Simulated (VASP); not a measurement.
# MgS (P6_3mc) in VASP: further runs

The runs below take MgS through relaxation of cell and atoms, with r2SCAN.

All numbers are computed with VASP 6.6.1; they aren't measurements. Logs are shortened: lines on timing, memory, paths and dates and some standing lists are left out, and cuts for length are marked.

## Step 1: The cell of the first run

It takes space group P6_3mc (No. 186, hexagonal). The conventional cell has a = 4.035 Å, b = 4.035 Å, c = 6.432 Å, α = 90.00°, β = 90.00°, γ = 120.00°. Mg (site symmetry 3m) has 4 S at 2.45 to 2.47 Å within 3.2 Å. S (site symmetry 3m) has 4 Mg at 2.45 to 2.47 Å within 3.2 Å.

## Step 2: Relaxation of cell and atoms, r2SCAN

POSCAR reads:

```
MgS
1.0
    4.0346220000      0.0000000000      0.0000000000
   -2.0173110000      3.4940851467      0.0000000000
    0.0000000000      0.0000000000      6.4322940000
Mg S
2 2
Direct
    0.6666666667      0.3333333333      0.4957550000
    0.3333333333      0.6666666667      0.9957550000
    0.3333333333      0.6666666667      0.3792440000
    0.6666666667      0.3333333333      0.8792440000
```

INCAR.step1 reads:

```
  PREC = Accurate
  ENCUT = 600
  ISMEAR = 1
  SIGMA = 0.01
  LREAL = F
  LASPH = T
  NELM = 100
  GGA = PE
  ALGO = Normal
  EDIFF = 1E-4
  LWAVE = T
  LCHARG = F
```

INCAR.step2 reads:

```
  PREC = Accurate
  ENCUT = 600
  EDIFF = 1E-7
  ISMEAR = 1
  SIGMA = 0.01
  LREAL = F
  LASPH = T
  NELM = 100
  ALGO = Normal
  ISIF = 3
  LWAVE = F
  LCHARG = F
  METAGGA = R2SCAN
  LMIXTAU = T
  IBRION = 2
  NSW = 60
  EDIFFG = -0.01
  ISTART = 1
```

KPOINTS reads:

```
Automatic mesh
0
Gamma
  6 6 4
```

Potentials or basis: VASP PAW PBE potentials, release 64 (Mg, S).

Started as:

```sh
> cat potpaw_PBE.64/Mg/POTCAR potpaw_PBE.64/S/POTCAR > POTCAR
> cp INCAR.step1 INCAR
> mpirun -np 1 vasp_std > vasp.out
> cp INCAR.step2 INCAR
> mpirun -np 1 vasp_std > vasp.out
```

OUTCAR:

```text
PREC = Accurate
   ENCUT = 600
   EDIFF = 1E-7
   ISMEAR = 1
   LREAL = F
   LASPH = T
   NELM = 100
   ISIF = 3
   METAGGA = R2SCAN
   IBRION = 2
   NSW = 60
   EDIFFG = -0.01
   ISTART = 1

 ion  position               nearest neighbor table
   1  0.667  0.333  0.496-   3 2.45   3 2.45   3 2.45   4 2.47
   2  0.333  0.667  0.996-   4 2.45   4 2.45   4 2.45   3 2.47
   3  0.333  0.667  0.379-   1 2.45   1 2.45   1 2.45   2 2.47
   4  0.667  0.333  0.879-   2 2.45   2 2.45   2 2.45   1 2.47

  LATTYP: Found a hexagonal cell.
 ALAT       =     4.0346220000
 C/A-ratio  =     1.5942742591

  Lattice vectors:

 A1 = (   4.0346220000,   0.0000000000,   0.0000000000)
 A2 = (  -2.0173110000,   3.4940851467,   0.0000000000)
 A3 = (   0.0000000000,   0.0000000000,   6.4322940000)

Analysis of symmetry for initial positions (statically):
=====================================================================
 Subroutine PRICEL returns:
 Original cell was already a primitive cell.

 Routine SETGRP: Setting up the symmetry group for a
 hexagonal supercell.

 Subroutine GETGRP returns: Found 12 space group operations
 (whereof  6 operations were pure point group operations)
 out of a pool of 24 trial point group operations.

The static configuration has the point symmetry C_3v.
 The point group associated with its full space group is C_6v.

Analysis of symmetry for dynamics (positions and initial velocities):
=====================================================================
 Subroutine PRICEL returns:
 Original cell was already a primitive cell.

 Routine SETGRP: Setting up the symmetry group for a
 hexagonal supercell.

 Subroutine GETGRP returns: Found 12 space group operations
 (whereof  6 operations were pure point group operations)
 out of a pool of 24 trial point group operations.

The dynamic configuration has the point symmetry C_3v.
 The point group associated with its full space group is C_6v.

 Subroutine INISYM returns: Found 12 space group operations
 (whereof  6 operations are pure point group operations),
 and found     1 'primitive' translations

----------------------------------------------------------------------------------------

                                     Primitive cell

  volume of cell :      90.6781

  direct lattice vectors                    reciprocal lattice vectors
     4.034622000  0.000000000  0.000000000     0.247854694  0.143098974  0.000000000
    -2.017311000  3.494085147  0.000000000     0.000000000  0.286197948  0.000000000
     0.000000000  0.000000000  6.432294000     0.000000000  0.000000000  0.155465531

  length of vectors
     4.034622000  4.034622000  6.432294000     0.286197948  0.286197948  0.155465531

  position of ions in fractional coordinates (direct lattice)
     0.666666667  0.333333333  0.495755000
     0.333333333  0.666666667  0.995755000
     0.333333333  0.666666667  0.379244000
     0.666666667  0.333333333  0.879244000

  ion indices of the primitive-cell ions
   primitive index   ion index
                 1           1
                 2           2
                 3           3
                 4           4

----------------------------------------------------------------------------------------

 KPOINTS: Automatic mesh

Automatic generation of k-mesh.
 Grid dimensions read from file:
 generate k-points for:    6    6    4

 Generating k-lattice:

  Cartesian coordinates                     Fractional coordinates (reciprocal lattice)
     0.041309116  0.023849829  0.000000000     0.166666667  0.000000000  0.000000000
     0.000000000  0.047699658  0.000000000     0.000000000  0.166666667  0.000000000
     0.000000000  0.000000000  0.038866383     0.000000000  0.000000000  0.250000000

  Length of vectors
     0.047699658  0.047699658  0.038866383

  Shift w.r.t. Gamma in fractional coordinates (k-lattice)
     0.000000000  0.000000000  0.000000000

 Subroutine IBZKPT returns following result:
 ===========================================

 Found     21 irreducible k-points:

 Following reciprocal coordinates:
            Coordinates               Weight
  0.000000  0.000000  0.000000      1.000000
  0.166667  0.000000  0.000000      6.000000
  0.333333  0.000000  0.000000      6.000000
  0.500000  0.000000  0.000000      3.000000
  0.166667  0.166667  0.000000      6.000000
  0.333333  0.166667  0.000000     12.000000
[... 13 lines left out ...]
  0.333333  0.166667  0.500000     12.000000
  0.333333  0.333333  0.500000      2.000000
   k-points           NKPTS =     21   k-points in BZ     NKDIM =     21   number of bands    NBANDS=     12
   number of dos      NEDOS =    301   number of ions     NIONS =      4
   total plane-waves  NPLWV =  55296
   dimension x,y,z NGX =    32 NGY =   32 NGZ =   54
   dimension x,y,z NGXF=    64 NGYF=   64 NGZF=  108
   ions per type =               2   2
   NGX,Y,Z   is equivalent  to a cutoff of  13.19, 13.19, 13.96 a.u.
   NGXF,Y,Z  is equivalent  to a cutoff of  26.37, 26.37, 27.91 a.u.
 SYSTEM =  unknown system
   PREC   = accura    normal or accurate (medium, high low for compatibility)
   ISTART =      1    job   : 0-new  1-cont  2-samecut
   ICHARG =      0    charge: 1-file 2-atom 10-const
   ISPIN  =      1    spin polarized calculation?
   LNONCOLLINEAR =      F non collinear calculations
   LSORBIT =      F    spin-orbit coupling
   LASPH  =      T    aspherical Exc in radial PAW
   ENCUT  =  600.0 eV  44.10 Ry    6.64 a.u.   8.06  8.06 12.85*2*pi/ulx,y,z
   NELM   =    100;   NELMIN=  2; NELMDL=  0     # of ELM steps
   EDIFF  = 0.1E-06   stopping-criterion for ELM
   LREAL  =      F    real-space projection
   EDIFFG = -.1E-01   stopping-criterion for IOM
   NSW    =     60    number of steps for IOM
   IBRION =      2    ionic relax: 0-MD 1-quasi-New 2-CG
   NFREE  =      1    steps in history (QN), initial steepest desc. (CG)
   ISIF   =      3    stress and relaxation
   ISYM   =      2    0-nonsym 1-usesym 2-fastsym
   POTIM  = 0.5000    time-step for ionic-motion
   TEBEG  =    0.0;   TEEND  =   0.0 temperature during run
   PSTRESS=    0.0 pullay stress
   NELECT =      16.0000    total number of electrons
   NUPDOWN=      -1.0000    fix difference up-down
   EMIN   =  10.00;   EMAX   =-10.00  energy-range for DOS
   EFERMI =   0.00;   METHOD = LEGACY
   ISMEAR =     1;   SIGMA  =   0.01  broadening in eV -4-tet -1-fermi 0-gaus
   EFERMI_NEDOS =   21; number of points for ismear=-14 and -15
   IALGO  =     38    algorithm
   IMIX   =      4    mixing-type and parameters
     AMIX     =   0.40;   BMIX     =  1.00
     AMIX_MAG =   1.60;   BMIX_MAG =  1.00
  volume/ion in A,a.u.               =      22.67       152.98
  Fermi-wavevector in a.u.,A,eV,Ry     =   0.918221  1.735187 11.471488  0.843131
  Thomas-Fermi vector in A             =   2.043279
   LORBIT       =      0    0 simple, 1 ext, 2 COOP (PROOUT), +10 PAW based schemes
   METAGGA = R2SCAN    functional components
   LHFCALC =     F    Hartree Fock is set to
   AEXX    =    0.0000 exact exchange contribution
   IVDW    =     0    specifies the selected vdW correction
   LEPSILON=     F    determine dielectric tensor
   LRPA    =     F    only Hartree local field effects (RPA)
 conjugate gradient relaxation of ions
 non-spin polarized calculation
 Methfessel and Paxton  Order N= 1 SIGMA  =   0.01
  energy-cutoff  :      600.00
  volume of cell :       90.68
 maximum number of plane-waves:      3054
   NGX = 17   NGY = 17   NGZ = 25

--------------------------------------- Ionic step        1  -------------------------------------------

 number of electron      15.9999998 magnetization

 Free energy of the ion-electron system (eV)
  ---------------------------------------------------
  ext. energy  EPLUGINS =         0.00000000
  ---------------------------------------------------
  free energy    TOTEN  =       -30.93613181 eV

  energy without entropy =      -30.93613584  energy(sigma->0) =      -30.93613315

------------------------ aborting loop because EDIFF is reached ----------------------------------------

  FORCE on cell =-STRESS in cart. coord.  units (eV):
  Direction    XX          YY          ZZ          XY          YZ          ZX
  --------------------------------------------------------------------------------------
  -------------------------------------------------------------------------------------
  Total       -0.1130970     -0.1130970     -0.1980275      0.0000000     -0.0000000      0.0000000
  in kB       -1.9982947     -1.9982947     -3.4989189      0.0000000     -0.0000000      0.0000000
  external PRESSURE =      -2.4985027 kB  Pullay stress =       0.0000000 kB
[... 175 lines left out ...]
  energy  without entropy=      -30.9371624725  energy(sigma->0) =      -30.93715979

--------------------------------------- Ionic step        6  -------------------------------------------

 number of electron      15.9999999 magnetization

 Free energy of the ion-electron system (eV)
  ---------------------------------------------------
  ext. energy  EPLUGINS =         0.00000000
  ---------------------------------------------------
  free energy    TOTEN  =       -30.93725890 eV

  energy without entropy =      -30.93726293  energy(sigma->0) =      -30.93726025

 E-fermi :   0.9046     XC(G=0):  -8.7861

 val. band max:        0.8961438771   @ k =   0.0000   0.0000   0.0000
 cond. band min:       5.0506871817   @ k =   0.0000   0.0000   0.0000
 fundamental gap:      4.1545433045
 Fermi energy:         0.9045626992

 k-point     1 :       0.0000    0.0000    0.0000
  band No.  band energies     occupation
      1     -10.9695      2.00000
      2     -10.2238      2.00000
      3      -2.3485      2.00000
      4       0.3560      2.00000
      5       0.3560      2.00000
      6       0.7760      2.00000
      7       0.7760      2.00000
      8       0.8961      2.00000
      9       5.0507      0.00000
     10       6.3123      0.00000
     11       9.0398      0.00000
     12       9.0398      0.00000
[... 329 lines left out ...]
  FREE ENERGIE OF THE ION-ELECTRON SYSTEM (eV)
  ---------------------------------------------------
  free  energy   TOTEN  =       -30.9372589037 eV

  energy  without entropy=      -30.9372629300  energy(sigma->0) =      -30.93726025

 reached required accuracy - stopping structural energy minimisation
```

It took 7.4 min on 1 thread of Intel Xeon 8259CL, shared host; peak memory 0.27 GiB.

Results:

```
Free energy                           : -30.9373 eV
Relaxed volume                        : 22.59 Å³/atom
Relaxed cell                          : a = 4.024 Å, b = 4.024 Å, c = 6.443 Å, α = 90.00°, β = 90.00°, γ = 120.00°
Space group after relaxing (to 0.1 Å) : P6_3mc (No. 186)
Energy gained by relaxing             : 0.3 meV/atom
Ionic steps                           : 6
Pressure after relaxing               : 0.0 GPa
Band gap on the k mesh                : 4.15 eV
```

The path:
```
step  energy change (eV)  largest force (eV/Å)  pressure (GPa)  volume (Å³)
   1              0.0000                0.0552           -0.25        90.68
   2             -0.0007                0.0197            0.06        90.21
   3             -0.0007                0.0203            0.06        90.22
   4             -0.0008                0.0130            0.03        90.27
   5             -0.0010                0.0092           -0.05        90.41
   6             -0.0011                0.0019           -0.02        90.36
```

Final structure:
```
Mg S
1.0
     4.02408    0.00000    0.00000
    -2.01204    3.48496    0.00000
     0.00000    0.00000    6.44333
Mg S
2 2
Direct
  0.66667 0.33333 0.49709
  0.33333 0.66667 0.99709
  0.33333 0.66667 0.37791
  0.66667 0.33333 0.87791
```

Caveat: the PAW data sets were made with another functional, which shifts forces and pressure a little.

## Step 3: Relaxation of cell and atoms, r2SCAN, target pressure 5 GPa, at which the enthalpy is minimised

POSCAR is that of step 2.

INCAR.step1 reads:

```
SYSTEM = MgS
PREC = Accurate ; ENCUT = 600
ISMEAR = 1 ; SIGMA = 0.01
LREAL = .FALSE. ; LASPH = .TRUE.
NELM = 80 ; GGA = PE
ALGO = Normal ; EDIFF = 1E-4
LWAVE = .TRUE. ; LCHARG = .FALSE.
```

INCAR.step2 reads:

```
SYSTEM = MgS
PREC = Accurate ; ENCUT = 600
EDIFF = 1E-6 ; ISMEAR = 1
SIGMA = 0.01 ; LREAL = .FALSE.
LASPH = .TRUE. ; NELM = 80
ALGO = Normal ; ISIF = 3
LWAVE = .FALSE. ; LCHARG = .FALSE.
METAGGA = R2SCAN ; LMIXTAU = .TRUE.
IBRION = 2 ; NSW = 60
EDIFFG = -0.01 ; PSTRESS = 50.0
ISTART = 1
```

KPOINTS reads:

```
Automatic mesh
0
G
  6 6 4
  0 0 0
```

Potentials or basis: VASP PAW PBE potentials, release 64 (Mg, S).

Started as:

```sh
> cat potpaw_PBE.64/Mg/POTCAR potpaw_PBE.64/S/POTCAR > POTCAR
> cp INCAR.step1 INCAR
> mpirun -np 1 vasp_std > vasp.out
> cp INCAR.step2 INCAR
> mpirun -np 1 vasp_std > vasp.out
```

It took 8.5 min on 1 thread of Intel Xeon 8259CL, shared host; peak memory 0.27 GiB.

It converged, with:

| Quantity | Value |
| --- | --- |
| Free energy | -30.8460 eV |
| Relaxed volume | 21.03 Å³/atom |
| Relaxed cell | a = 3.937 Å, b = 3.937 Å, c = 6.266 Å, α = 90.00°, β = 90.00°, γ = 120.00° |
| Space group after relaxing (to 0.1 Å) | P6_3mc (No. 186) |
| Energy change on relaxing (the run minimises the enthalpy) | +22.5 meV/atom |
| Ionic steps | 8 |
| Pressure after relaxing | 5.0 GPa |
| Band gap on the k mesh | 4.52 eV |

The path:
```tsv
step	energy change (eV)	largest force (eV/Å)	pressure (GPa)	volume (Å³)
1	0.0000	0.0552	-0.25	90.68
2	0.2038	0.0081	7.94	81.27
3	0.0906	0.0160	5.01	84.10
4	0.0866	0.0170	4.89	84.22
5	0.0866	0.0056	4.88	84.22
6	0.0866	0.0004	4.89	84.22
7	0.0915	0.0011	5.09	84.06
8	0.0901	0.0008	4.99	84.11
```

Final structure:
```yaml
crystal:
  lattice:
    - [3.93699, 0.00000, 0.00000]
    - [-1.96850, 3.40954, 0.00000]
    - [0.00000, 0.00000, 6.26596]
  atoms:
    - { symbol: Mg, position: [0.66667, 0.33333, 0.49612] }
    - { symbol: Mg, position: [0.33333, 0.66667, 0.99612] }
    - { symbol: S, position: [0.33333, 0.66667, 0.37888] }
    - { symbol: S, position: [0.66667, 0.33333, 0.87888] }
```

Levels at points of the mesh, in eV from the valence-band top:
```
           k point  band 6  band 7  band 8  band 9  band 10  band 11
(0.00, 0.00, 0.00)   -0.18   -0.18    0.00    4.52     5.59     8.21
(0.50, 0.00, 0.00)   -1.39   -1.04   -0.51    5.27     5.72     6.71
(0.00, 0.00, 0.50)   -0.42   -0.42   -0.42    5.93     5.93     8.34
(0.50, 0.00, 0.50)   -0.99   -0.89   -0.89    5.23     5.23     7.02
```

Caveat: the cell is relaxed towards a set pressure, so the run minimises the enthalpy, not the energy; the PAW data sets were made with another functional, which shifts forces and pressure a little.
